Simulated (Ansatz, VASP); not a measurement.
# Two plane-wave programs on Na3Ti2O

Contents of INCAR:

```
SYSTEM = Na3Ti2O
PREC     = Accurate       ! precision mode
ENCUT    = 520            ! plane-wave cutoff, eV
EDIFF    = 1E-7           ! SCF threshold, eV
ISMEAR   = 0              ! smearing method
SIGMA    = 0.1            ! smearing width, eV
LREAL    = .FALSE.        ! projectors in reciprocal space
LASPH    = .TRUE.         ! aspherical terms in the spheres
NELM     = 150            ! most SCF steps
ALGO     = Normal         ! electronic algorithm
ISIF     = 2              ! what is computed and relaxed
LWAVE    = .FALSE.        ! write WAVECAR
LCHARG   = .FALSE.        ! write CHGCAR
ISPIN    = 2              ! spin polarisation
MAGMOM   = 0 0 0 1 1 0    ! initial moments
LORBIT   = 11             ! projections on sites
LMAXMIX  = 4              ! l up to which the mixer works
GGA      = PE             ! functional
NBANDS   = 38             ! bands
```

File KPOINTS:

```
regular mesh
0
G
  6 6 2
  0 0 0
```

POSCAR

```
Na3Ti2O
1.0
    3.1452692800      0.0000000000      0.0000000000
    0.0000000000      3.1452692800      0.0000000000
    0.0000000000      0.0000000000      9.4034374600
Na Ti O
3 2 1
Direct
    0.5000000000      0.5000000000      0.1837450000
    0.5000000000      0.5000000000      0.5000000000
    0.5000000000      0.5000000000      0.8162550000
    0.0000000000      0.0000000000      0.3342649900
    0.0000000000      0.0000000000      0.6657350100
    0.0000000000      0.0000000000      0.0000000000
```

Input for Ansatz:

```yaml
crystal:
  lattice:
    - [3.14526928, 0.0, 0.0]
    - [0.0, 3.14526928, 0.0]
    - [0.0, 0.0, 9.40343746]
  atoms:
    - { symbol: Na, position: [0.5, 0.5, 0.183745] }
    - { symbol: Na, position: [0.5, 0.5, 0.5] }
    - { symbol: Na, position: [0.5, 0.5, 0.816255] }
    - { symbol: Ti, position: [0.0, 0.0, 0.33426499], spin: 1.0 }
    - { symbol: Ti, position: [0.0, 0.0, 0.66573501], spin: 1.0 }
    - { symbol: O, position: [0.0, 0.0, 0.0] }
basis:
  ecutwfc: 420
kpoints:
  mp_grid: { grid: [6, 6, 2] }
hamiltonian:
  xc: pbe
scf:
  occupations: { method: gaussian, width: 0.1 }
  lower_state_search: "off"
output:
  forces: true
  stress: true
  eigenvalues: true
  populations: true
magnetization:
  spin_polarized: true
```

Change from the starting cell: species swapped into the Al3Ni2Pt type (P4/mmm, No. 123).

Alike in both runs: task single point; functional PBE; k mesh 6 × 6 × 2; occupations gaussian, width 0.1 eV; collinear spin.

|  | VASP | Ansatz |
| --- | --- | --- |
| version | VASP 6.6.1 | Ansatz 0.2.0 |
| potentials or method | VASP PAW PBE potentials, release 64 (Na_pv, Ti_sv, O), cutoff 520 eV | scalar-relativistic, plane waves, PAW |
| valence electrons in the cell | 51 | 57 |

```csv
,VASP,Ansatz,Ansatz less VASP
gap on the k mesh at the Fermi level (eV),none,none,-
pressure (GPa),16.0,16.4,+0.38
"traceless stress, the component that is largest in VASP (GPa)",-10.46,-9.29,+1.178
rms of the force components (eV/Å),1.558,1.542,-0.0163
net moment per atom (μB),0.12,0.29,+0.174
size of the moment on the site where the two differ most (μB),0.01,0.47,+0.468
```

The net moments are unlike, so the other rows may belong to different states. Site moments also hang on the region over which each program counts them. Atom by atom the forces differ by 0.049 eV/Å (rms over components). A gap of «none» marks a metal or a gap that the smearing closes. VASP's potentials hold 51 valence electrons a cell and Ansatz's 57, so a difference there can come from the potentials and not from the codes.
